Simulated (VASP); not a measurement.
# Br (Cmce) in VASP: single point with PBE

Aim: the single point of Br with PBE.

Program: VASP 6.6.1. These are calculated values, not measurements. Logs are shortened: lines on timing, memory, paths and dates and some standing lists are left out, and cuts for length are marked.

**1. The cell of the first run**

The structure is orthorhombic, space group Cmce (No. 64). The conventional cell has a = 8.596 Å, b = 4.270 Å, c = 8.713 Å, α = 90.00°, β = 90.00°, γ = 90.00°. Within 3.2 Å of Br (site symmetry m) lie 3 Br at 2.39 to 3.13 Å.

**2. Single point, PBE**

Input file INCAR:

```
SYSTEM = Br
PREC = Accurate ; ENCUT = 520
EDIFF = 1E-6 ; ISMEAR = 0
SIGMA = 0.05 ; LREAL = .False.
LASPH = .True. ; NELM = 80
ALGO = Normal ; ISIF = 2
LWAVE = .False. ; LCHARG = .True.
GGA = PE ; LELF = .True.
LVHAR = .True. ; NBANDS = 22
```

Input file KPOINTS:

```
regular mesh
0
Gamma
  12 12 6
  0 0 0
```

Input file POSCAR:

```
Br
1.0
    4.2978482251     -2.1347706795      0.0000000000
    4.2978482251      2.1347706795      0.0000000000
    0.0000000000      0.0000000000      8.7133242665
Br
4
Direct
    0.8582691241      0.1417308759      0.1183636337
    0.1417308759      0.8582691241      0.8816363663
    0.3582691241      0.6417308759      0.3816363663
    0.6417308759      0.3582691241      0.6183636337
```

Potentials or basis: VASP PAW PBE potentials, release 64 (Br).

Started as:

```bash
$ cat potpaw_PBE.64/Br/POTCAR > POTCAR
$ mpirun -np 1 vasp_std > vasp.out
```

OUTCAR:

```text
SYSTEM = Br
   PREC = Accurate
   ENCUT = 520
   EDIFF = 1E-6
   ISMEAR = 0
   LREAL = .False.
   LASPH = .True.
   NELM = 80
   ISIF = 2
   GGA = PE

 ion  position               nearest neighbor table
   1  0.858  0.142  0.118-   2 2.39
   2  0.142  0.858  0.882-   1 2.39
   3  0.358  0.642  0.382-   4 2.39
   4  0.642  0.358  0.618-   3 2.39

  LATTYP: Found a base centered orthorhombic cell.
 ALAT       =     4.2695413590
 B/A-ratio  =     2.0132599095
 C/A-ratio  =     2.0408103667

  Lattice vectors:

 A1 = (  -4.2978482251,  -2.1347706795,   0.0000000000)
 A2 = (   4.2978482251,  -2.1347706795,   0.0000000000)
 A3 = (   0.0000000000,   0.0000000000,   8.7133242665)

Analysis of symmetry for initial positions (statically):
=====================================================================
 Subroutine PRICEL returns:
 Original cell was already a primitive cell.

 Routine SETGRP: Setting up the symmetry group for a
 base centered orthorhombic supercell.

 Subroutine GETGRP returns: Found  8 space group operations
 (whereof  4 operations were pure point group operations)
 out of a pool of  8 trial point group operations.

The static configuration has the point symmetry C_2h.
 The point group associated with its full space group is D_2h.

Analysis of symmetry for dynamics (positions and initial velocities):
=====================================================================
 Subroutine PRICEL returns:
 Original cell was already a primitive cell.

 Routine SETGRP: Setting up the symmetry group for a
 base centered orthorhombic supercell.

 Subroutine GETGRP returns: Found  8 space group operations
 (whereof  4 operations were pure point group operations)
 out of a pool of  8 trial point group operations.

The dynamic configuration has the point symmetry C_2h.
 The point group associated with its full space group is D_2h.

 Subroutine INISYM returns: Found  8 space group operations
 (whereof  4 operations are pure point group operations),
 and found     1 'primitive' translations

----------------------------------------------------------------------------------------

                                     Primitive cell

  volume of cell :     159.8881

  direct lattice vectors                    reciprocal lattice vectors
     4.297848225 -2.134770679  0.000000000     0.116337286 -0.234217195  0.000000000
     4.297848225  2.134770679  0.000000000     0.116337286  0.234217195  0.000000000
     0.000000000  0.000000000  8.713324267     0.000000000  0.000000000  0.114766761

[... 88 lines left out ...]
   LREAL  =      F    real-space projection
   EDIFFG = 0.1E-04   stopping-criterion for IOM
   NSW    =      0    number of steps for IOM
   IBRION =     -1    ionic relax: 0-MD 1-quasi-New 2-CG
   NFREE  =      0    steps in history (QN), initial steepest desc. (CG)
   ISIF   =      2    stress and relaxation
   ISYM   =      2    0-nonsym 1-usesym 2-fastsym
   POTIM  = 0.5000    time-step for ionic-motion
   TEBEG  =    0.0;   TEEND  =   0.0 temperature during run
   PSTRESS=    0.0 pullay stress
   NELECT =      28.0000    total number of electrons
   NUPDOWN=      -1.0000    fix difference up-down
   EMIN   =  10.00;   EMAX   =-10.00  energy-range for DOS
   EFERMI =   0.00;   METHOD = LEGACY
   ISMEAR =     0;   SIGMA  =   0.05  broadening in eV -4-tet -1-fermi 0-gaus
   EFERMI_NEDOS =   21; number of points for ismear=-14 and -15
   IALGO  =     38    algorithm
   IMIX   =      4    mixing-type and parameters
     AMIX     =   0.40;   BMIX     =  1.00
     AMIX_MAG =   1.60;   BMIX_MAG =  1.00
  volume/ion in A,a.u.               =      39.97       269.74
  Fermi-wavevector in a.u.,A,eV,Ry     =   0.915916  1.730829 11.413946  0.838901
  Thomas-Fermi vector in A             =   2.040712
   LORBIT       =      0    0 simple, 1 ext, 2 COOP (PROOUT), +10 PAW based schemes
   GGA     = PE    functional components
   LHFCALC =     F    Hartree Fock is set to
   AEXX    =    0.0000 exact exchange contribution
   IVDW    =     0    specifies the selected vdW correction
   LEPSILON=     F    determine dielectric tensor
   LRPA    =     F    only Hartree local field effects (RPA)
 non-spin polarized calculation
 Gauss-broadening in eV      SIGMA  =   0.05
  energy-cutoff  :      520.00
  volume of cell :      159.89
 maximum number of plane-waves:      4339
   NGX = 17   NGY = 17   NGZ = 33

 number of electron      28.0000000 magnetization

 Free energy of the ion-electron system (eV)
  ---------------------------------------------------
  ext. energy  EPLUGINS =         0.00000000
  ---------------------------------------------------
  free energy    TOTEN  =        -6.56930506 eV

  energy without entropy =       -6.56930506  energy(sigma->0) =       -6.56930506

 E-fermi :  -1.0330     XC(G=0):  -7.0602

 val. band max:       -1.2614892380   @ k =   0.0000   0.0000   0.0000
 cond. band min:       0.0963347441   @ k =   0.0833  -0.0000   0.0000
 fundamental gap:      1.3578239822
 Fermi energy:        -1.0329924309

 k-point     1 :       0.0000    0.0000    0.0000
  band No.  band energies     occupation
      1     -16.8931      2.00000
      2     -16.3551      2.00000
      3     -14.7496      2.00000
      4     -13.7649      2.00000
      5      -6.1282      2.00000
      6      -4.8771      2.00000
[... 589 lines left out ...]
     21       8.6993      0.00000
     22       9.0256      0.00000

 [... further k-points ...]

------------------------ aborting loop because EDIFF is reached ----------------------------------------

  FORCE on cell =-STRESS in cart. coord.  units (eV):
  Direction    XX          YY          ZZ          XY          YZ          ZX
  --------------------------------------------------------------------------------------
  -------------------------------------------------------------------------------------
  Total        0.0139868      0.0026329     -0.0017212      0.0000000      0.0000000      0.0000000
  in kB        0.1401568      0.0263834     -0.0172471      0.0000000      0.0000000      0.0000000
  external PRESSURE =       0.0497643 kB  Pullay stress =       0.0000000 kB

 VOLUME and BASIS-vectors are now :
 -----------------------------------------------------------------------------
  energy-cutoff  :      520.00
  volume of cell :      159.89
      direct lattice vectors                 reciprocal lattice vectors
     4.297848225 -2.134770679  0.000000000     0.116337286 -0.234217195  0.000000000
     4.297848225  2.134770679  0.000000000     0.116337286  0.234217195  0.000000000
     0.000000000  0.000000000  8.713324267     0.000000000  0.000000000  0.114766761

 POSITION                                       TOTAL-FORCE (eV/Angst)
 -----------------------------------------------------------------------------------
      4.29785     -1.52964      1.03134         0.000000      0.000968      0.000807
      4.29785      1.52964      7.68198         0.000000     -0.000968     -0.000807
      4.29785      0.60513      3.32532         0.000000      0.000968     -0.000807
      4.29785     -0.60513      5.38800         0.000000     -0.000968      0.000807
 -----------------------------------------------------------------------------------
    total drift:                                0.000000     -0.000000     -0.000000

  FREE ENERGIE OF THE ION-ELECTRON SYSTEM (eV)
  ---------------------------------------------------
  free  energy   TOTEN  =        -6.5693050619 eV

  energy  without entropy=       -6.5693050619  energy(sigma->0) =       -6.56930506
```

Run time: 4.8 min. Hardware: 1 thread of Intel Xeon 6975P-C (Granite Rapids), shared host; peak memory 0.58 GiB.

What came out:

```
Free energy            : -6.5693 eV
Pressure               : 0.0 GPa
Band gap on the k mesh : 1.36 eV, indirect (least direct gap 1.36 eV)
```
